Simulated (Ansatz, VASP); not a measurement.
# One calculation of Ti, two programs

The input POSCAR:

```
Ti
1.0
   -1.6410000000      1.6410000000      1.6410000000
    1.6410000000     -1.6410000000      1.6410000000
    3.2820000000      3.2820000000      0.0000000000
Ti
2
Direct
   -0.0070021238      0.0070021238      0.0000000000
    0.5070021238      0.4929978762      0.5000000000
```

File INCAR.step1:

```
SYSTEM = Ti
  PREC = Accurate
  ENCUT = 520
  ISMEAR = 0
  SIGMA = 0.15
  LREAL = .False.
  LASPH = .True.
  NELM = 60
  NBANDS = 19
  GGA = PE
  ALGO = Normal
  EDIFF = 1E-4
  LWAVE = .True.
  LCHARG = .False.
```

File INCAR.step2:

```
SYSTEM = Ti
  PREC = Accurate
  ENCUT = 520
  EDIFF = 1E-6
  ISMEAR = 0
  SIGMA = 0.15
  LREAL = .False.
  LASPH = .True.
  NELM = 60
  ALGO = Normal
  ISIF = 2
  LWAVE = .False.
  LCHARG = .False.
  METAGGA = R2SCAN
  LMIXTAU = .True.
  NBANDS = 19
  ISTART = 1
```

KPOINTS

```
Automatic mesh
0
Gamma
  18 18 10
  0 0 0
```

Input for Ansatz:

```yaml
crystal:
  lattice:
    - [-1.641, 1.641, 1.641]
    - [1.641, -1.641, 1.641]
    - [3.282, 3.282, 0.0]
  atoms:
    - { symbol: Ti, position: [-0.0070021238, 0.0070021238, 0.0] }
    - { symbol: Ti, position: [0.5070021238, 0.4929978762, 0.5] }
basis:
  ecutwfc: 500
kpoints:
  mp_grid: { grid: [18, 18, 10] }
hamiltonian:
  xc: r2scan
scf:
  occupations: { method: gaussian, width: 0.15 }
output:
  forces: true
  stress: true
  eigenvalues: true
```

Change from the starting cell: mode 1 (-184.6 1/cm) frozen in, largest displacement +0.033 Å.

Alike in both runs: task single point; functional r2SCAN; k mesh 18 × 18 × 10; occupations gaussian, width 0.15 eV; no spin polarisation.

|  | VASP | Ansatz |
| --- | --- | --- |
| version | VASP 6.6.1 | Ansatz 0.2.0 |
| potentials or method | VASP PAW PBE potentials, release 64 (Ti_sv), cutoff 520 eV | scalar-relativistic, plane waves, PAW |
| valence electrons in the cell | 24 | 24 |

|  | VASP | Ansatz | Ansatz less VASP |
| --- | --- | --- | --- |
| gap on the k mesh at the Fermi level (eV) | none | none | - |
| pressure (GPa) | -2.4 | -2.8 | -0.43 |
| traceless stress, the component that is largest in VASP (GPa) | -0.14 | -0.14 | 0.000 |
| rms of the force components (eV/Å) | 0.106 | 0.105 | -0.0003 |

VASP's potentials were made for PBE, not for r2SCAN. Atom by atom the forces differ by 0.000 eV/Å (rms over components). A gap of «none» marks a metal or a gap that the smearing closes. With one functional, cell and mesh, what is left measures potentials, basis and numerics.
